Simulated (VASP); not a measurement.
# Os in VASP: notebook

Os is run at these levels: PBE; tasks: single point, relaxation of cell and atoms.

Everything below comes from runs of VASP 6.6.1. Logs are shortened: lines on timing, memory, paths and dates and some standing lists are left out, and cuts for length are marked.

## 1. The cell of the first run

The typed cell holds 1 atom: a = 2.721 Å, b = 2.721 Å, c = 2.731 Å, α = 120.06°, β = 120.06°, γ = 89.45°.

## 2. Single point, PBE

INCAR reads:

```
PREC = Accurate ; ENCUT = 520
EDIFF = 1E-6 ; ISMEAR = 0
SIGMA = 0.1 ; LREAL = False
LASPH = True ; NELM = 60
ALGO = Fast ; ISIF = 2
LWAVE = False ; LCHARG = True
GGA = PE ; LELF = True
LVHAR = True ; NBANDS = 10
```

KPOINTS reads:

```
regular mesh
0
Gamma
  8 8 10
```

POSCAR reads:

```
Os
1.0
    1.9013829979     -1.9149192313     -0.3502325386
    1.9013829979      1.9149192313     -0.3502325386
   -1.5426742716      0.0000000000      2.2530732890
Os
1
Direct
    0.5000000000      0.5000000000      0.5000000000
```

Potentials or basis: VASP PAW PBE potentials, release 64 (Os).

Started as:

```console
cat potpaw_PBE.64/Os/POTCAR > POTCAR
mpirun -np 1 vasp_std > vasp.out
```

OUTCAR:

```text
PREC = Accurate
   ENCUT = 520
   EDIFF = 1E-6
   ISMEAR = 0
   LREAL = False
   LASPH = True
   NELM = 60
   ISIF = 2
   GGA = PE

 ion  position               nearest neighbor table
   1  0.500  0.500  0.500-

  LATTYP: Found a base centered monoclinic cell.
 ALAT       =     3.8667402994
 B/A-ratio  =     0.9904566032
 C/A-ratio  =     0.7061765292
 COS(beta)  =    -0.7050821780

  Lattice vectors:

 A1 = (   1.9013829979,  -1.9149192313,  -0.3502325386)
 A2 = (   1.9013829979,   1.9149192313,  -0.3502325386)
 A3 = (  -1.5426742716,   0.0000000000,   2.2530732890)

Analysis of symmetry for initial positions (statically):
=====================================================================
 Subroutine PRICEL returns:
 Original cell was already a primitive cell.

 Routine SETGRP: Setting up the symmetry group for a
 base centered monoclinic supercell.

 Subroutine GETGRP returns: Found  4 space group operations
 (whereof  4 operations were pure point group operations)
 out of a pool of  4 trial point group operations.

The static configuration has the point symmetry C_2h.

Analysis of symmetry for dynamics (positions and initial velocities):
=====================================================================
 Subroutine PRICEL returns:
 Original cell was already a primitive cell.

 Routine SETGRP: Setting up the symmetry group for a
 base centered monoclinic supercell.

 Subroutine GETGRP returns: Found  4 space group operations
 (whereof  4 operations were pure point group operations)
 out of a pool of  4 trial point group operations.

The dynamic configuration has the point symmetry C_2h.

 Subroutine INISYM returns: Found  4 space group operations
 (whereof  4 operations are pure point group operations),
 and found     1 'primitive' translations

----------------------------------------------------------------------------------------

                                     Primitive cell

  volume of cell :      14.3376

  direct lattice vectors                    reciprocal lattice vectors
     1.901382998 -1.914919231 -0.350232539     0.300918483 -0.261107618  0.206038216
     1.901382998  1.914919231 -0.350232539     0.300918483  0.261107618  0.206038216
    -1.542674272  0.000000000  2.253073289     0.093553498  0.000000000  0.507894075

  length of vectors
     2.721182794  2.721182794  2.730601244     0.448531904  0.448531904  0.516438427

  position of ions in fractional coordinates (direct lattice)
     0.500000000  0.500000000  0.500000000

  ion indices of the primitive-cell ions
   primitive index   ion index
                 1           1

----------------------------------------------------------------------------------------

 KPOINTS: regular mesh

Automatic generation of k-mesh.
 Grid dimensions read from file:
 generate k-points for:    8    8   10

 Generating k-lattice:

  Cartesian coordinates                     Fractional coordinates (reciprocal lattice)
     0.037614810 -0.032638452  0.025754777     0.125000000 -0.000000000  0.000000000
     0.037614810  0.032638452  0.025754777    -0.000000000  0.125000000  0.000000000
     0.009355350  0.000000000  0.050789408    -0.000000000 -0.000000000  0.100000000

  Length of vectors
     0.056066488  0.056066488  0.051643843

  Shift w.r.t. Gamma in fractional coordinates (k-lattice)
     0.000000000  0.000000000  0.000000000

 Subroutine IBZKPT returns following result:
 ===========================================

 Found    186 irreducible k-points:

 Following reciprocal coordinates:
            Coordinates               Weight
  0.000000  0.000000  0.000000      1.000000
  0.125000 -0.000000  0.000000      4.000000
  0.250000 -0.000000  0.000000      4.000000
  0.375000  0.000000  0.000000      4.000000
  0.500000 -0.000000  0.000000      2.000000
  0.125000  0.125000 -0.000000      2.000000
[... 16 lines left out ...]
  0.125000 -0.000000  0.100000      4.000000
  0.250000 -0.000000  0.100000      4.000000
 [... further k-points ...]
   k-points           NKPTS =    186   k-points in BZ     NKDIM =    186   number of bands    NBANDS=     10
   number of dos      NEDOS =    301   number of ions     NIONS =      1
   total plane-waves  NPLWV =   8000
   dimension x,y,z NGX =    20 NGY =   20 NGZ =   20
   dimension x,y,z NGXF=    40 NGYF=   40 NGZF=   40
   ions per type =               1
   NGX,Y,Z   is equivalent  to a cutoff of  12.22, 12.22, 12.18 a.u.
   NGXF,Y,Z  is equivalent  to a cutoff of  24.44, 24.44, 24.35 a.u.
 SYSTEM =  unknown system
   PREC   = accura    normal or accurate (medium, high low for compatibility)
   ISTART =      0    job   : 0-new  1-cont  2-samecut
   ICHARG =      2    charge: 1-file 2-atom 10-const
   ISPIN  =      1    spin polarized calculation?
   LNONCOLLINEAR =      F non collinear calculations
   LSORBIT =      F    spin-orbit coupling
   LASPH  =      T    aspherical Exc in radial PAW
   ENCUT  =  520.0 eV  38.22 Ry    6.18 a.u.   5.06  5.06  5.08*2*pi/ulx,y,z
   NELM   =     60;   NELMIN=  2; NELMDL= -5     # of ELM steps
   EDIFF  = 0.1E-05   stopping-criterion for ELM
   LREAL  =      F    real-space projection
   EDIFFG = 0.1E-04   stopping-criterion for IOM
   NSW    =      0    number of steps for IOM
   IBRION =     -1    ionic relax: 0-MD 1-quasi-New 2-CG
   NFREE  =      0    steps in history (QN), initial steepest desc. (CG)
   ISIF   =      2    stress and relaxation
   ISYM   =      2    0-nonsym 1-usesym 2-fastsym
   POTIM  = 0.5000    time-step for ionic-motion
   TEBEG  =    0.0;   TEEND  =   0.0 temperature during run
   PSTRESS=    0.0 pullay stress
   NELECT =       8.0000    total number of electrons
   NUPDOWN=      -1.0000    fix difference up-down
   EMIN   =  10.00;   EMAX   =-10.00  energy-range for DOS
   EFERMI =   0.00;   METHOD = LEGACY
   ISMEAR =     0;   SIGMA  =   0.10  broadening in eV -4-tet -1-fermi 0-gaus
   EFERMI_NEDOS =   21; number of points for ismear=-14 and -15
   IALGO  =     68    algorithm
   IMIX   =      4    mixing-type and parameters
     AMIX     =   0.40;   BMIX     =  1.00
     AMIX_MAG =   1.60;   BMIX_MAG =  1.00
  volume/ion in A,a.u.               =      14.34        96.76
  Fermi-wavevector in a.u.,A,eV,Ry     =   1.347760  2.546897 24.714393  1.816457
  Thomas-Fermi vector in A             =   2.475484
   LORBIT       =      0    0 simple, 1 ext, 2 COOP (PROOUT), +10 PAW based schemes
   GGA     = PE    functional components
   LHFCALC =     F    Hartree Fock is set to
   AEXX    =    0.0000 exact exchange contribution
   IVDW    =     0    specifies the selected vdW correction
   LEPSILON=     F    determine dielectric tensor
   LRPA    =     F    only Hartree local field effects (RPA)
 non-spin polarized calculation
 RMM-DIIS sequential band-by-band and
 Gauss-broadening in eV      SIGMA  =   0.10
  energy-cutoff  :      520.00
  volume of cell :       14.34
 maximum number of plane-waves:       394
   NGX = 11   NGY = 11   NGZ = 11

 number of electron       8.0000000 magnetization

 Free energy of the ion-electron system (eV)
  ---------------------------------------------------
  ext. energy  EPLUGINS =         0.00000000
  ---------------------------------------------------
  free energy    TOTEN  =       -11.10984102 eV

  energy without entropy =      -11.10609237  energy(sigma->0) =      -11.10796669

 E-fermi :   8.9368     XC(G=0): -13.9161

 val. band max:        8.9334733050   @ k =   0.1250  -0.0000   0.0000
 cond. band min:       8.9419947991   @ k =  -0.1250   0.0000   0.4000
 fundamental gap:      0.0085214941
 Fermi energy:         8.9367609702

 k-point     1 :       0.0000    0.0000    0.0000
  band No.  band energies     occupation
      1      -1.6228      2.00000
      2       6.0033      2.00000
      3       6.0746      2.00000
      4       6.1636      2.00000
      5       8.9140      1.25196
      6       9.1162      0.01115
      7      23.2521      0.00000
      8      28.7354      0.00000
      9      28.8741      0.00000
     10      29.1676      0.00000

 k-point     2 :       0.1250   -0.0000    0.0000
  band No.  band energies     occupation
      1      -0.9364      2.00000
      2       5.6866      2.00000
      3       6.3521      2.00000
      4       6.3919      2.00000
      5       8.7646      1.98512
      6       8.9335      1.03708
      7      24.4525      0.00000
      8      26.3770      0.00000
      9      30.0731      0.00000
     10      30.2544      0.00000

 k-point     3 :       0.2500   -0.0000    0.0000
  band No.  band energies     occupation
      1       0.6294      2.00000
      2       5.4160      2.00000
      3       6.5015      2.00000
      4       6.5808      2.00000
      5       9.1776      0.00066
      6       9.2214      0.00006
      7      23.0643      0.00000
      8      26.3312      0.00000
      9      33.2150      0.00000
     10      33.3085      0.00000

 k-point     4 :       0.3750    0.0000    0.0000
  band No.  band energies     occupation
      1       1.4577      2.00000
      2       6.0985      2.00000
      3       6.1979      2.00000
      4       6.9881      2.00000
      5      10.5061      0.00000
      6      10.5828      0.00000
      7      19.9207      0.00000
      8      23.9649      0.00000
      9      30.9816      0.00000
     10      31.0040      0.00000

 k-point     5 :       0.5000   -0.0000    0.0000
  band No.  band energies     occupation
      1       1.4939      2.00000
      2       5.8852      2.00000
      3       5.9849      2.00000
      4       8.7471      1.99269
      5      11.2677      0.00000
      6      11.3982      0.00000
      7      17.6571      0.00000
      8      22.7972      0.00000
      9      29.1148      0.00000
     10      29.1889      0.00000

 k-point     6 :       0.1250    0.1250   -0.0000
  band No.  band energies     occupation
      1       0.0967      2.00000
      2       5.1627      2.00000
      3       6.6306      2.00000
      4       6.8283      2.00000
      5       8.0409      2.00000
      6       9.5925      0.00000
      7      25.2069      0.00000
      8      26.1338      0.00000
      9      29.6621      0.00000
     10      32.8283      0.00000
[... 183 lines left out ...]
 k-point    21 :       0.5000    0.5000   -0.0000
  band No.  band energies     occupation
      1       1.6323      2.00000
      2       2.3058      2.00000
      3      11.2849      0.00000
      4      11.4406      0.00000
      5      11.9993      0.00000
      6      12.0355      0.00000
      7      20.9095      0.00000
      8      21.0651      0.00000
      9      21.0766      0.00000
     10      31.0410      0.00000

 k-point    22 :       0.0000    0.0000    0.1000
  band No.  band energies     occupation
      1      -1.0274      2.00000
      2       5.5562      2.00000
      3       6.4097      2.00000
      4       6.5123      2.00000
      5       8.3670      2.00000
      6       9.2703      0.00000
      7      24.3507      0.00000
      8      27.6406      0.00000
      9      29.1191      0.00000
     10      29.4286      0.00000

 k-point    23 :       0.1250   -0.0000    0.1000
  band No.  band energies     occupation
      1       0.2318      2.00000
      2       4.9966      2.00000
      3       6.6847      2.00000
      4       6.9117      2.00000
      5       8.1925      2.00000
      6       9.5537      0.00000
      7      25.0528      0.00000
      8      26.4258      0.00000
      9      30.3282      0.00000
     10      31.1998      0.00000

 k-point    24 :       0.2500   -0.0000    0.1000
  band No.  band energies     occupation
      1       1.6156      2.00000
      2       5.3878      2.00000
      3       6.0166      2.00000
      4       6.7693      2.00000
      5       9.8217      0.00000
      6      10.5422      0.00000
      7      21.7983      0.00000
      8      25.6402      0.00000
      9      30.2910      0.00000
     10      31.6934      0.00000

 [... further k-points ...]

------------------------ aborting loop because EDIFF is reached ----------------------------------------

  FORCE on cell =-STRESS in cart. coord.  units (eV):
  Direction    XX          YY          ZZ          XY          YZ          ZX
  --------------------------------------------------------------------------------------
  -------------------------------------------------------------------------------------
  Total       -0.0210000     -0.0061551     -0.0031893      0.0000000      0.0000000      0.0023665
  in kB       -2.3466735     -0.6878114     -0.3563957      0.0000000      0.0000000      0.2644426
  external PRESSURE =      -1.1302935 kB  Pullay stress =       0.0000000 kB

 VOLUME and BASIS-vectors are now :
 -----------------------------------------------------------------------------
  energy-cutoff  :      520.00
  volume of cell :       14.34
      direct lattice vectors                 reciprocal lattice vectors
     1.901382998 -1.914919231 -0.350232539     0.300918483 -0.261107618  0.206038216
     1.901382998  1.914919231 -0.350232539     0.300918483  0.261107618  0.206038216
    -1.542674272  0.000000000  2.253073289     0.093553498  0.000000000  0.507894075

 POSITION                                       TOTAL-FORCE (eV/Angst)
 -----------------------------------------------------------------------------------
      1.13005      0.00000      0.77630        -0.000000      0.000000      0.000000
 -----------------------------------------------------------------------------------
    total drift:                                0.000000      0.000000     -0.000000

  FREE ENERGIE OF THE ION-ELECTRON SYSTEM (eV)
  ---------------------------------------------------
  free  energy   TOTEN  =       -11.1098410157 eV

  energy  without entropy=      -11.1060923685  energy(sigma->0) =      -11.10796669
```

It took 16 s on 1 thread of Intel Xeon 6975P-C, shared host; peak memory 0.15 GiB.

What came out:

```
Free energy            : -11.1098 eV
Pressure               : -0.1 GPa
Band gap on the k mesh : zero (band 4 reaches 11.44 eV, above the bottom of band 5 at 7.53 eV)
```

Caveat: spin-orbit coupling is left out, which moves the levels of the heavy elements.

## 3. Single point, PBE

INCAR reads:

```
ALGO = Normal
EDIFF = 1E-7
ENCUT = 520
GGA = PE
ISIF = 2
ISMEAR = 0
LASPH = T
LCHARG = F
LREAL = F
LWAVE = F
NBANDS = 10
NELM = 100
PREC = Accurate
SIGMA = 0.1
```

KPOINTS reads:

```
k-points
0
Gamma
  24 24 24
```

POSCAR reads:

```
Os
1.0
    0.0000000000      1.9280391170      1.9280391170
    1.9280391170      0.0000000000      1.9280391170
    1.9280391170      1.9280391170      0.0000000000
Os
1
Direct
    0.5000000000      0.5000000000      0.5000000000
```

Potentials or basis: VASP PAW PBE potentials, release 64 (Os).

Started as:

```console
cat potpaw_PBE.64/Os/POTCAR > POTCAR
mpirun -np 1 vasp_std > vasp.out
```

Run time: 30 s. Hardware: 1 thread of Intel Xeon 6975P-C, shared host; peak memory 0.18 GiB.

The run converged. Its results:

```
Free energy            : -11.1113 eV
Pressure               : -0.1 GPa
Band gap on the k mesh : zero (band 4 reaches 11.31 eV, above the bottom of band 5 at 7.61 eV)
```

Levels at points of the mesh, in eV from the Fermi level:
| k point | band 1 | band 2 | band 3 | band 4 | band 5 | band 6 | band 7 | band 8 | band 9 |
| --- | --- | --- | --- | --- | --- | --- | --- | --- | --- |
| (0.00, 0.00, 0.00) | -10.60 | -2.89 | -2.89 | -2.89 | 0.04 | 0.04 | 14.27 | 19.95 | 19.95 |
| (0.50, 0.00, 0.00) | -7.48 | -3.05 | -3.05 | -0.21 | 2.37 | 2.37 | 8.72 | 13.80 | 20.15 |
| (0.50, 0.50, 0.00) | -7.35 | -6.65 | 2.31 | 2.33 | 3.04 | 3.04 | 11.92 | 12.13 | 12.13 |

Caveat: spin-orbit coupling is left out, which moves the levels of the heavy elements.

[end of part 1 of 2]
